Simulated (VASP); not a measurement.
Set up this calculation in VASP 6.6.1, as the native input.

```
Task                   : single point
Functional             : PBEsol
Potentials or basis    : VASP PAW PBE potentials, release 64 (K_sv, Mg, F)
Cutoff                 : 520 eV
k mesh                 : 6 × 6 × 6
Occupations            : gaussian, width 0.02 eV
Spin                   : no spin polarisation
Dipole correction      : no
Further INCAR settings : ALGO = Normal; EDIFF = 1e-07; NBANDS = 24
```

The structure of KMgF3 lies in POSCAR:

```
KMgF3
1.0
    4.1109913912      0.0000000000      0.0000000000
    0.0000000000      4.1109913912      0.0000000000
    0.0000000000      0.0000000000      3.9290195968
K Mg F
1 1 3
Direct
    0.5000000000      0.5000000000      0.5000000000
    0.0000000000      0.0000000000      0.0000000000
    0.0000000000      0.5000000000      0.0000000000
    0.0000000000      0.0000000000      0.5000000000
    0.5000000000      0.0000000000      0.0000000000
```

This cell differs from its parent crystal: biaxial strain in the a-b plane: +3.0 %, then relaxed in part.

These files were run (other wordings do the same):

INCAR

```
ALGO     = Normal         # electronic algorithm
EDIFF    = 1E-7           # SCF threshold, eV
ENCUT    = 520            # plane-wave cutoff, eV
GGA      = PS             # functional
ISIF     = 2              # what is computed and relaxed
ISMEAR   = 0              # smearing method
LASPH    = True           # aspherical terms in the spheres
LCHARG   = False          # write CHGCAR
LREAL    = False          # projectors in reciprocal space
LWAVE    = False          # write WAVECAR
NBANDS   = 24             # bands
NELM     = 80             # most SCF steps
PREC     = Accurate       # precision mode
SIGMA    = 0.02           # smearing width, eV
```

KPOINTS

```
k-points
0
Gamma
  6 6 6
```

Potentials or basis: VASP PAW PBE potentials, release 64 (K_sv, Mg, F).

Command:

```console
$ cat potpaw_PBE.64/K_sv/POTCAR potpaw_PBE.64/Mg/POTCAR potpaw_PBE.64/F/POTCAR > POTCAR
$ mpirun -np 1 vasp_std > vasp.out
```

It gave:

The pressure is -3.0 GPa and the band gap on the k mesh is 6.77 eV, indirect (least direct gap 7.09 eV).

Caveat: the cell differs from its parent crystal (biaxial strain in the a-b plane: +3.0 %, then relaxed in part); the PAW data sets were made with another functional, which shifts forces and pressure a little.

It took 45 s on 1 thread of Intel(R) Xeon(R) Platinum 8488C (Sapphire Rapids), on a shared host, peak memory 0.21 GiB.
